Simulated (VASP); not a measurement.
# BiB (P6_3mc) in VASP: settings compared

The runs below take BiB through single point, relaxation of cell and atoms, with PBEsol, r2SCAN+rVV10.

All numbers are computed with VASP 6.6.1; they aren't measurements. Logs are shortened: lines on timing, memory, paths and dates and some standing lists are left out, and cuts for length are marked.

## (1) The cell of the first run

The structure is hexagonal, space group P6_3mc (No. 186). The conventional cell has a = 3.849 Å, b = 3.849 Å, c = 12.608 Å, α = 90.00°, β = 90.00°, γ = 120.00°. Within 3.1 Å of B (site symmetry 3m) lie 4 Bi at 2.35 to 2.36 Å. Within 3.1 Å of B (site symmetry 3m) lie 4 Bi at 2.36 to 2.38 Å. Within 3.1 Å of Bi (site symmetry 3m) lie 4 B at 2.35 to 2.36 Å. Within 3.1 Å of Bi (site symmetry 3m) lie 4 B at 2.36 to 2.38 Å.

## (2) Single point, PBEsol

Input file INCAR:

```
PREC = Accurate ; ENCUT = 520
EDIFF = 1E-6 ; ISMEAR = -1
SIGMA = 0.03 ; LREAL = False
LASPH = True ; NELM = 60
ALGO = Normal ; ISIF = 2
LWAVE = False ; LCHARG = True
GGA = PS ; LELF = True
LVHAR = True ; NBANDS = 46
```

Input file KPOINTS:

```
Automatic mesh
0
Gamma
  6 6 2
```

Input file POSCAR:

```
BiB
1.0
    3.8494258620      0.0000000000      0.0000000000
   -1.9247129310      3.3337005865      0.0000000000
    0.0000000000      0.0000000000     12.6077176596
B Bi
4 4
Direct
    0.0000000000      0.0000000000      0.0004620564
    0.3333333333      0.6666666667      0.2494090531
    0.0000000000      0.0000000000      0.5004620564
    0.6666666667      0.3333333333      0.7494090531
    0.0000000000      0.0000000000      0.1872447474
    0.3333333333      0.6666666667      0.4378841431
    0.0000000000      0.0000000000      0.6872447474
    0.6666666667      0.3333333333      0.9378841431
```

Potentials or basis: VASP PAW PBE potentials, release 64 (B, Bi_d).

The run is started by

```
$ cat potpaw_PBE.64/B/POTCAR potpaw_PBE.64/Bi_d/POTCAR > POTCAR
$ mpirun -np 1 vasp_std > vasp.out
```

OUTCAR:

```text
PREC = Accurate
   ENCUT = 520
   EDIFF = 1E-6
   ISMEAR = -1
   LREAL = False
   LASPH = True
   NELM = 60
   ISIF = 2
   GGA = PS

 ion  position               nearest neighbor table
   1  0.000  0.000  0.000-   5 2.35   8 2.36   8 2.36   8 2.36
   2  0.333  0.667  0.249-   5 2.36   5 2.36   5 2.36   6 2.38
   3  0.000  0.000  0.500-   7 2.35   6 2.36   6 2.36   6 2.36
   4  0.667  0.333  0.749-   7 2.36   7 2.36   7 2.36   8 2.38
   5  0.000  0.000  0.187-   1 2.35   2 2.36   2 2.36   2 2.36   8 3.85   8 3.85   8 3.85   6 3.86
                             6 3.86   6 3.86
   6  0.333  0.667  0.438-   3 2.36   3 2.36   3 2.36   2 2.38   7 3.85   7 3.85   7 3.85   5 3.86
                             5 3.86   5 3.86
   7  0.000  0.000  0.687-   3 2.35   4 2.36   4 2.36   4 2.36   6 3.85   6 3.85   6 3.85   8 3.86
                             8 3.86   8 3.86
   8  0.667  0.333  0.938-   1 2.36   1 2.36   1 2.36   4 2.38   5 3.85   5 3.85   5 3.85   7 3.86
                             7 3.86   7 3.86

  LATTYP: Found a hexagonal cell.
 ALAT       =     3.8494258620
 C/A-ratio  =     3.2752202826

  Lattice vectors:

 A1 = (   3.8494258620,   0.0000000000,   0.0000000000)
 A2 = (  -1.9247129310,   3.3337005865,   0.0000000000)
 A3 = (   0.0000000000,   0.0000000000,  12.6077176596)

Analysis of symmetry for initial positions (statically):
=====================================================================
 Subroutine PRICEL returns:
 Original cell was already a primitive cell.

 Routine SETGRP: Setting up the symmetry group for a
 hexagonal supercell.

 Subroutine GETGRP returns: Found 12 space group operations
 (whereof  6 operations were pure point group operations)
 out of a pool of 24 trial point group operations.

The static configuration has the point symmetry C_3v.
 The point group associated with its full space group is C_6v.

Analysis of symmetry for dynamics (positions and initial velocities):
=====================================================================
 Subroutine PRICEL returns:
 Original cell was already a primitive cell.

 Routine SETGRP: Setting up the symmetry group for a
 hexagonal supercell.

 Subroutine GETGRP returns: Found 12 space group operations
 (whereof  6 operations were pure point group operations)
 out of a pool of 24 trial point group operations.

The dynamic configuration has the point symmetry C_3v.
 The point group associated with its full space group is C_6v.

 Subroutine INISYM returns: Found 12 space group operations
 (whereof  6 operations are pure point group operations),
 and found     1 'primitive' translations

----------------------------------------------------------------------------------------

                                     Primitive cell

  volume of cell :     161.7927

  direct lattice vectors                    reciprocal lattice vectors
     3.849425862  0.000000000  0.000000000     0.259779000  0.149983475  0.000000000
    -1.924712931  3.333700587  0.000000000     0.000000000  0.299966951  0.000000000
     0.000000000  0.000000000 12.607717660     0.000000000  0.000000000  0.079316497

  length of vectors
     3.849425862  3.849425862 12.607717660     0.299966951  0.299966951  0.079316497

  position of ions in fractional coordinates (direct lattice)
     0.000000000  0.000000000  0.000462056
     0.333333333  0.666666667  0.249409053
     0.000000000  0.000000000  0.500462056
     0.666666667  0.333333333  0.749409053
     0.000000000  0.000000000  0.187244747
     0.333333333  0.666666667  0.437884143
     0.000000000  0.000000000  0.687244747
     0.666666667  0.333333333  0.937884143

  ion indices of the primitive-cell ions
   primitive index   ion index
                 1           1
                 2           2
                 3           3
                 4           4
                 5           5
                 6           6
                 7           7
                 8           8

----------------------------------------------------------------------------------------

 KPOINTS: Automatic mesh

Automatic generation of k-mesh.
 Grid dimensions read from file:
 generate k-points for:    6    6    2

 Generating k-lattice:

  Cartesian coordinates                     Fractional coordinates (reciprocal lattice)
     0.043296500  0.024997246  0.000000000     0.166666667  0.000000000  0.000000000
     0.000000000  0.049994492  0.000000000     0.000000000  0.166666667  0.000000000
     0.000000000  0.000000000  0.039658249     0.000000000  0.000000000  0.500000000

  Length of vectors
     0.049994492  0.049994492  0.039658249

  Shift w.r.t. Gamma in fractional coordinates (k-lattice)
     0.000000000  0.000000000  0.000000000

 Subroutine IBZKPT returns following result:
 ===========================================

 Found     14 irreducible k-points:

 Following reciprocal coordinates:
            Coordinates               Weight
[... 56 lines left out ...]
   LORBIT       =      0    0 simple, 1 ext, 2 COOP (PROOUT), +10 PAW based schemes
   GGA     = PS    functional components
   LHFCALC =     F    Hartree Fock is set to
   AEXX    =    0.0000 exact exchange contribution
   IVDW    =     0    specifies the selected vdW correction
   LEPSILON=     F    determine dielectric tensor
   LRPA    =     F    only Hartree local field effects (RPA)
 non-spin polarized calculation
  energy-cutoff  :      520.00
  volume of cell :      161.79
 maximum number of plane-waves:      4395
 NGX is ok and might be reduce to    30
   NGX = 15   NGY = 15   NGZ = 47

 number of electron      71.9999989 magnetization

 Free energy of the ion-electron system (eV)
  ---------------------------------------------------
  ext. energy  EPLUGINS =         0.00000000
  ---------------------------------------------------
  free energy    TOTEN  =       -38.98447637 eV

  energy without entropy =      -38.98434539  energy(sigma->0) =      -38.98441088

 E-fermi :   7.4791     XC(G=0): -10.3067

 val. band max:        7.3290689510   @ k =   0.0000   0.0000   0.0000
 cond. band min:       7.6098540063   @ k =   0.0000   0.0000   0.0000
 fundamental gap:      0.2807850553
 Fermi energy:         7.4791468993

 k-point     1 :       0.0000    0.0000    0.0000
  band No.  band energies     occupation
      1     -15.8399      2.00000
      2     -15.8385      2.00000
      3     -15.8326      2.00000
      4     -15.8326      2.00000
      5     -15.8321      2.00000
      6     -15.8317      2.00000
[... 38 lines left out ...]
     45      10.8810      0.00000
     46      11.3555      0.00000

 k-point     2 :       0.1667    0.0000    0.0000
  band No.  band energies     occupation
      1     -15.8483      2.00000
      2     -15.8423      2.00000
      3     -15.8333      2.00000
      4     -15.8316      2.00000
      5     -15.8252      2.00000
      6     -15.8213      2.00000
[... 38 lines left out ...]
     45      11.2489      0.00000
     46      11.5815      0.00000

 k-point     3 :       0.3333    0.0000    0.0000
  band No.  band energies     occupation
      1     -15.8659      2.00000
      2     -15.8549      2.00000
      3     -15.8404      2.00000
      4     -15.8309      2.00000
      5     -15.8111      2.00000
      6     -15.8093      2.00000
[... 38 lines left out ...]
     45      11.7552      0.00000
     46      12.3837      0.00000

 k-point     4 :       0.5000    0.0000    0.0000
  band No.  band energies     occupation
      1     -15.8741      2.00000
      2     -15.8610      2.00000
      3     -15.8450      2.00000
      4     -15.8332      2.00000
      5     -15.8081      2.00000
      6     -15.8075      2.00000
[... 430 lines left out ...]
     45      11.7234      0.00000
     46      11.7235      0.00000

 k-point    13 :       0.3333    0.1667    0.5000
  band No.  band energies     occupation
      1     -15.8528      2.00000
      2     -15.8528      2.00000
      3     -15.8317      2.00000
      4     -15.8317      2.00000
      5     -15.8050      2.00000
      6     -15.8050      2.00000
[... 38 lines left out ...]
     45      12.1337      0.00000
     46      12.1337      0.00000

 k-point    14 :       0.3333    0.3333    0.5000
  band No.  band energies     occupation
      1     -15.8351      2.00000
      2     -15.8351      2.00000
      3     -15.8351      2.00000
      4     -15.8351      2.00000
      5     -15.7980      2.00000
      6     -15.7980      2.00000
[... 38 lines left out ...]
     45      12.4432      0.00000
     46      12.4432      0.00000

------------------------ aborting loop because EDIFF is reached ----------------------------------------

  FORCE on cell =-STRESS in cart. coord.  units (eV):
  Direction    XX          YY          ZZ          XY          YZ          ZX
  --------------------------------------------------------------------------------------
  -------------------------------------------------------------------------------------
  Total       -0.0223872     -0.0223872     -0.0358369      0.0000000      0.0000000      0.0000000
  in kB       -0.2216931     -0.2216931     -0.3548805      0.0000000      0.0000000      0.0000000
  external PRESSURE =      -0.2660889 kB  Pullay stress =       0.0000000 kB

 VOLUME and BASIS-vectors are now :
 -----------------------------------------------------------------------------
  energy-cutoff  :      520.00
  volume of cell :      161.79
      direct lattice vectors                 reciprocal lattice vectors
     3.849425862  0.000000000  0.000000000     0.259779000  0.149983475  0.000000000
    -1.924712931  3.333700587  0.000000000     0.000000000  0.299966951  0.000000000
     0.000000000  0.000000000 12.607717660     0.000000000  0.000000000  0.079316497

 POSITION                                       TOTAL-FORCE (eV/Angst)
 -----------------------------------------------------------------------------------
      0.00000      0.00000      0.00583        -0.000000      0.000000      0.006960
     -0.00000      2.22247      3.14448        -0.000000      0.000000      0.003390
      0.00000      0.00000      6.30968         0.000000     -0.000000      0.006960
      1.92471      1.11123      9.44834         0.000000      0.000000      0.003390
      0.00000      0.00000      2.36073         0.000000      0.000000     -0.006759
     -0.00000      2.22247      5.52072        -0.000000      0.000000     -0.003591
      0.00000      0.00000      8.66459        -0.000000      0.000000     -0.006759
      1.92471      1.11123     11.82458         0.000000     -0.000000     -0.003591
 -----------------------------------------------------------------------------------
    total drift:                                0.000000      0.000000      0.000021

  FREE ENERGIE OF THE ION-ELECTRON SYSTEM (eV)
  ---------------------------------------------------
  free  energy   TOTEN  =       -38.9844763725 eV

  energy  without entropy=      -38.9843453887  energy(sigma->0) =      -38.98441088
```

Wall time 2.6 min (1 thread of Oxide Virtual Turin-like, shared host); peak memory 0.27 GiB.

Results:

```yaml
Free_energy: -38.9845 eV
Pressure: 0.0 GPa
Largest_force: 0.007 eV/Å
Band_gap_on_the_k_mesh: 0.28 eV
```

Forces on the atoms (eV/Å):
```
B    0.000  0.000  0.007
B    0.000  0.000  0.003
B    0.000  0.000  0.007
B    0.000  0.000  0.003
Bi   0.000  0.000 -0.007
Bi   0.000  0.000 -0.004
Bi   0.000  0.000 -0.007
Bi   0.000  0.000 -0.004
```

Levels at points of the mesh, in eV from the valence-band top:
```csv
k point,band 32,band 33,band 34,band 35,band 36,band 37,band 38,band 39,band 40,band 41
"(0.00, 0.00, 0.00)",-1.02,-1.02,-0.11,0.00,0.00,0.28,0.51,0.61,1.00,2.66
"(0.50, 0.00, 0.00)",-2.84,-2.81,-2.77,-2.12,-1.71,0.49,0.51,0.65,1.50,1.85
"(0.00, 0.00, 0.50)",-1.54,-0.38,-0.38,-0.38,-0.38,0.39,0.39,1.26,1.26,3.06
"(0.50, 0.00, 0.50)",-3.40,-2.90,-2.90,-2.09,-2.09,0.71,0.71,1.41,1.41,2.22
```

Caveat: the PAW data sets were made with another functional, which shifts forces and pressure a little; spin-orbit coupling is left out, which moves the levels of the heavy elements. A k mesh can miss the band edges.

## (3) Relaxation of cell and atoms, PBEsol

This run uses another cell than the first one, of 19.18 Å³/atom.

Input file INCAR:

```
PREC = Accurate
ENCUT = 600
EDIFF = 1E-7
ISMEAR = -1
SIGMA = 0.03
LREAL = F
LASPH = T
NELM = 60
ALGO = Normal
ISIF = 3
LWAVE = F
LCHARG = F
GGA = PS
IBRION = 2
NSW = 100
EDIFFG = -0.01
```

Input file KPOINTS:

```
regular mesh
0
Gamma
  6 6 2
```

Input file POSCAR:

```
BiB
1.0
    3.7856047478      0.0000000000      0.0000000000
   -1.8928023739      3.2784298803      0.0000000000
    0.0000000000      0.0000000000     12.3637851064
B Bi
4 4
Direct
    0.0000000000      0.0000000000      0.0000000000
    0.3333333333      0.6666666667      0.2500000000
    0.0000000000      0.0000000000      0.5000000000
    0.6666666667      0.3333333333      0.7500000000
    0.0000000000      0.0000000000      0.1875000000
    0.3333333333      0.6666666667      0.4375000000
    0.0000000000      0.0000000000      0.6875000000
    0.6666666667      0.3333333333      0.9375000000
```

Potentials or basis: VASP PAW PBE potentials, release 64 (B, Bi_d).

The run is started by

```
$ cat potpaw_PBE.64/B/POTCAR potpaw_PBE.64/Bi_d/POTCAR > POTCAR
$ mpirun -np 1 vasp_std > vasp.out
```

It took 12 min on 1 thread of Oxide Virtual Turin-like, shared host; peak memory 0.31 GiB.

Results (log left out):

```
Free energy                           : -38.9857 eV
Relaxed volume                        : 20.22 Å³/atom
Relaxed cell                          : a = 3.849 Å, b = 3.849 Å, c = 12.609 Å, α = 90.00°, β = 90.00°, γ = 120.00°
Space group after relaxing (to 0.1 Å) : P6_3mc (No. 186)
Energy gained by relaxing             : 15.6 meV/atom
Ionic steps                           : 6
Pressure after relaxing               : 0.0 GPa
Largest force after relaxing          : 0.007 eV/Å
Band gap on the k mesh                : 0.28 eV
```

Forces on the atoms (eV/Å):
```
B    0.000  0.000  0.004
B    0.000  0.000  0.002
B    0.000  0.000  0.004
B    0.000  0.000  0.002
Bi   0.000  0.000  0.001
Bi   0.000  0.000 -0.007
Bi   0.000  0.000  0.001
Bi   0.000  0.000 -0.007
```

The path:
| step | energy change (eV) | largest force (eV/Å) | pressure (GPa) | volume (Å³) |
| --- | --- | --- | --- | --- |
| 1 | 0.0000 | 0.1244 | 4.92 | 153.44 |
| 2 | -0.0846 | 0.0529 | -2.39 | 166.90 |
| 3 | -0.1240 | 0.0569 | -0.01 | 161.81 |
| 4 | -0.1243 | 0.0225 | -0.01 | 161.80 |
| 5 | -0.1244 | 0.0157 | 0.00 | 161.79 |
| 6 | -0.1244 | 0.0070 | 0.00 | 161.77 |

Final structure:
```cif
data_structure
_symmetry_space_group_name_H-M 'P 1'
_symmetry_Int_Tables_number 1
_cell_length_a 3.8490
_cell_length_b 3.8490
_cell_length_c 12.6090
_cell_angle_alpha 90.000
_cell_angle_beta 90.000
_cell_angle_gamma 120.000
_cell_volume 161.77
loop_
_atom_site_label
_atom_site_type_symbol
_atom_site_fract_x
_atom_site_fract_y
_atom_site_fract_z
_atom_site_occupancy
B1 B 0.00000 0.00000 0.00048 1
B2 B 0.33333 0.66667 0.24942 1
B3 B 0.00000 0.00000 0.50048 1
B4 B 0.66667 0.33333 0.74942 1
Bi1 Bi 0.00000 0.00000 0.18721 1
Bi2 Bi 0.33333 0.66667 0.43789 1
Bi3 Bi 0.00000 0.00000 0.68721 1
Bi4 Bi 0.66667 0.33333 0.93789 1
```

Levels at points of the mesh, in eV from the valence-band top:
| k point | band 34 | band 35 | band 36 | band 37 | band 38 | band 39 |
| --- | --- | --- | --- | --- | --- | --- |
| (0.00, 0.00, 0.00) | -0.12 | 0.00 | 0.00 | 0.28 | 0.51 | 0.62 |
| (0.50, 0.00, 0.00) | -2.77 | -2.12 | -1.71 | 0.49 | 0.51 | 0.66 |
| (0.00, 0.00, 0.50) | -0.38 | -0.38 | -0.38 | 0.39 | 0.39 | 1.27 |
| (0.50, 0.00, 0.50) | -2.90 | -2.09 | -2.09 | 0.71 | 0.71 | 1.41 |

Caveat: the PAW data sets were made with another functional, which shifts forces and pressure a little; spin-orbit coupling is left out, which moves the levels of the heavy elements. A k mesh can miss the band edges.

## (4) Single point, r2SCAN+rVV10

This run uses another cell than the first one, of 20.42 Å³/atom.

Input file POSCAR:

```
BiB
1.0
    3.8589207010      0.0000000000      0.0000000000
   -1.9294603505      3.3419233582      0.0000000000
    0.0000000000      0.0000000000     12.6668724397
B Bi
4 4
Direct
    0.0000000000      0.0000000000      0.0006490437
    0.3333333333      0.6666666667      0.2494270344
    0.0000000000      0.0000000000      0.5006490437
    0.6666666667      0.3333333333      0.7494270344
    0.0000000000      0.0000000000      0.1870966726
    0.3333333333      0.6666666667      0.4378272493
    0.0000000000      0.0000000000      0.6870966726
    0.6666666667      0.3333333333      0.9378272493
```

Input file INCAR.step1:

```
ALGO = Normal ; EDIFF = 1E-4
ENCUT = 520 ; GGA = PE
ISMEAR = -1 ; LASPH = True
LCHARG = False ; LREAL = False
LWAVE = True ; NBANDS = 46
NELM = 100 ; PREC = Accurate
SIGMA = 0.03
```

Input file INCAR.step2:

```
ALGO = Normal ; BPARAM = 11.95
CPARAM = 0.0093 ; EDIFF = 1E-7
ENCUT = 520 ; ISIF = 2
ISMEAR = -1 ; ISTART = 1
IVDW_NL = 2 ; LASPH = True
LCHARG = False ; LMIXTAU = True
LREAL = False ; LUSE_VDW = True
LWAVE = False ; METAGGA = R2SCAN
NBANDS = 46 ; NELM = 100
PREC = Accurate ; SIGMA = 0.03
```

Input file KPOINTS:

```
k-points
0
Gamma
  12 12 2
```

The run is started by

```
$ cat potpaw_PBE.64/B/POTCAR potpaw_PBE.64/Bi_d/POTCAR > POTCAR
$ cp INCAR.step1 INCAR
$ mpirun -np 1 vasp_std > vasp.out
$ cp INCAR.step2 INCAR
$ mpirun -np 1 vasp_std > vasp.out
```

It took 25 min on 1 thread of Oxide Virtual Turin-like, shared host; peak memory 0.71 GiB.

The run converged. Its results:

```
Free energy            : -255.5489 eV
Pressure               : 0.1 GPa
Largest force          : 0.009 eV/Å
Band gap on the k mesh : 0.39 eV
```

Forces on the atoms (eV/Å):
```
B    0.000  0.000  0.009
B    0.000  0.000  0.008
B    0.000  0.000  0.009
B    0.000  0.000  0.008
Bi   0.000  0.000 -0.009
Bi   0.000  0.000 -0.008
Bi   0.000  0.000 -0.009
Bi   0.000  0.000 -0.008
```

Levels at points of the mesh, in eV from the valence-band top:
| k point | band 34 | band 35 | band 36 | band 37 | band 38 | band 39 |
| --- | --- | --- | --- | --- | --- | --- |
| (0.00, 0.00, 0.00) | -0.13 | 0.00 | 0.00 | 0.39 | 0.53 | 0.75 |
| (0.50, 0.00, 0.00) | -2.93 | -2.23 | -1.80 | 0.58 | 0.63 | 0.84 |
| (0.00, 0.00, 0.50) | -0.40 | -0.40 | -0.40 | 0.51 | 0.51 | 1.38 |
| (0.50, 0.00, 0.50) | -3.02 | -2.20 | -2.20 | 0.87 | 0.87 | 1.57 |

Caveat: the PAW data sets were made with another functional, which shifts forces and pressure a little; spin-orbit coupling is left out, which moves the levels of the heavy elements. A k mesh can miss the band edges.

## (5) The runs side by side

```csv
task,level,cell,k mesh,cutoff (eV),gap on the mesh (eV),pressure (GPa),largest force (eV/Å)
single point,PBEsol,"a = 3.849, b = 3.849, c = 12.608 Å, angles 90.0, 90.0, 120.0°, 8 atoms, atomic positions A",6 × 6 × 2,520,0.28,0.0,0.01
relaxation of cell and atoms,PBEsol,"relaxed from a = 3.786, b = 3.786, c = 12.364 Å, angles 90.0, 90.0, 120.0°, 8 atoms, atomic positions B",6 × 6 × 2,600,0.28,0.0,0.01
single point,r2SCAN+rVV10,"a = 3.859, b = 3.859, c = 12.667 Å, angles 90.0, 90.0, 120.0°, 8 atoms, atomic positions C",12 × 12 × 2,520,0.39,0.1,0.01
```

Alike in all rows: potentials or basis VASP PAW PBE potentials, release 64 (B, Bi_d); no spin polarisation; smearing fermi-dirac 0.03 eV.

Caveats: the PAW data sets were made with another functional, which shifts forces and pressure a little; spin-orbit coupling is left out, which moves the levels of the heavy elements.

Total energies depend on the potentials used, so only differences within one code and one set of settings carry meaning.
